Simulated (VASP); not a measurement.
# Ga3As2P: single point with PBE

Crystal: Ga3As2P.

```xyz
6
Lattice="-1.9776 1.9776 8.3915 1.9776 -1.9776 8.3915 1.9776 1.9776 -8.3915" Properties=species:S:1:pos:R:3 pbc="T T T"
P     0.0000    0.0000    0.0000
Ga    0.0000    1.9776    1.3347
Ga    1.9776    0.0000    4.1957
Ga    0.0000    1.9776    7.0568
As    0.0000    0.0000   11.1578
As    0.0000    0.0000    5.6252
```

```json
{
  "Program": "VASP 6.6.1",
  "Task": "single point",
  "Functional": "PBE",
  "Potentials or basis": "VASP PAW PBE potentials, release 64 (P, Ga_d, As)",
  "Cutoff": "520 eV",
  "k mesh": "10 × 10 × 10",
  "Occupations": "fermi-dirac, width 0.02 eV",
  "Spin": "no spin polarisation",
  "Dipole correction": "no",
  "Further INCAR settings": "ALGO = Normal; EDIFF = 1e-06; NBANDS = 36"
}
```

| Property | Result |
| --- | --- |
| Pressure | 2.8 GPa |
| Largest force | 0.073 eV/Å |
| Band gap on the k mesh | 0.87 eV |

Forces in eV/Å, atoms in the order of the input:
```
P    0.000  0.000  0.000
Ga   0.000  0.000 -0.073
Ga   0.000  0.000  0.000
Ga   0.000  0.000  0.073
As   0.000  0.000 -0.006
As   0.000  0.000  0.006
```

Levels at points of the mesh, in eV from the valence-band top:
```tsv
k point	band 25	band 26	band 27	band 28	band 29	band 30
(0.00, 0.00, 0.00)	-0.04	0.00	0.00	0.87	1.49	1.68
(0.50, 0.00, 0.00)	-1.16	-1.03	-0.97	1.17	2.45	2.71
(0.50, 0.50, 0.00)	-3.22	-2.69	-2.68	1.49	1.69	3.32
(0.50, 0.50, 0.50)	-1.15	-0.86	-0.86	1.50	1.59	2.48
```

Wall time 71 min on 1 thread of Oxide Virtual Turin-like Processor, on a shared host, peak memory 0.96 GiB.

A k mesh can miss the band edges.
